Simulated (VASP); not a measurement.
HfO2:

```
Hf O
1.0
     0.00000    2.54881    2.54881
     2.54881    0.00000    2.54881
     2.54881    2.54881    0.00000
Hf O
1 2
Direct
  0.00000 0.00000 0.00000
  0.25000 0.25000 0.25000
  0.75000 0.75000 0.75000
```

* Program: VASP 6.6.1
* Task: relaxation of cell and atoms
* Functional: PBEsol
* Potentials or basis: VASP PAW PBE potentials, release 64 (Hf_pv, O)
* Cutoff: 600 eV
* k mesh: 8 × 8 × 8
* Occupations: fermi-dirac, width 0.02 eV
* Spin: no spin polarisation

At the start: pressure -11.5 GPa; volume 11.04 Å³/atom.

Task: Where does the relaxation end?

Result: Over 4 steps the energy falls by 19.0 meV/atom and the volume is 10.53 Å³/atom (-4.6 %); space group Fm-3m (No. 225, to 0.05 Å).

The path:
| step | energy change (eV) | largest force (eV/Å) | pressure (GPa) | volume (Å³) |
| --- | --- | --- | --- | --- |
| 1 | 0.0000 | 0.0000 | -11.53 | 33.12 |
| 2 | 0.0830 | 0.0000 | 22.27 | 29.45 |
| 3 | -0.0569 | 0.0000 | -0.16 | 31.63 |
| 4 | -0.0570 | 0.0000 | 0.01 | 31.60 |

Final structure:
```xyz
3
Lattice="0.0000 2.5092 2.5092 2.5092 0.0000 2.5092 2.5092 2.5092 0.0000" Properties=species:S:1:pos:R:3 pbc="T T T"
Hf    5.0184    2.5092    2.5092
O     1.2546    1.2546    1.2546
O     3.7638    3.7638    3.7638
```

Caveat: the PAW data sets were made with another functional, which shifts forces and pressure a little.
